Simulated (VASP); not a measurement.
Runs of VASP 6.6.1 on Ti2B3. The structure is that of space group P4/mmm (No. 123), or close to it. The cells are those of the table. 

```csv
task,spin,cell,k mesh,cutoff (eV),gap on the mesh (eV),pressure (GPa),largest force (eV/Å)
single point,off,"a = 4.506, b = 4.506, c = 3.071 Å, 5 atoms",6 × 6 × 4,520,none,(a),0.03
single point,"collinear, ferromagnetic start","a = 4.506, b = 4.506, c = 3.071 Å, 5 atoms",4 × 4 × 6,520,none,0.1,-
single point,off,"a = 3.463, b = 3.463, c = 4.811 Å, 5 atoms",6 × 6 × 4,520,none,110.1,4.90
relaxation of cell and atoms,off,"relaxed from a = 4.506, b = 4.506, c = 3.071 Å, 5 atoms",4 × 4 × 6,600,none,0.1,-
single point,off,"a = 4.506, b = 4.506, c = 3.071 Å, 5 atoms",4 × 4 × 6,520,none,0.1,-
relaxation of cell and atoms,off,"relaxed from a = 3.463, b = 3.463, c = 4.811 Å, 5 atoms",6 × 6 × 4,600,none,0.0,-
```

Alike in all rows: level PBE; potentials or basis VASP PAW PBE potentials, release 64 (Ti_sv, B); smearing gaussian 0.1 eV.

Q: Estimate the missing entries.

A: (a) -0.1.

Caveats: some runs use coarse meshes; this functional lacks dispersion, which binds the layers, so the pressure and a relaxed spacing across them are unreliable (some runs); forces of over 1 eV/Å act on the atoms, so gaps and moduli don't describe the material at rest (some runs); the relaxation stopped at its first step, so nothing moved (some runs).

A gap of «none» marks levels without a gap at the run's occupations.
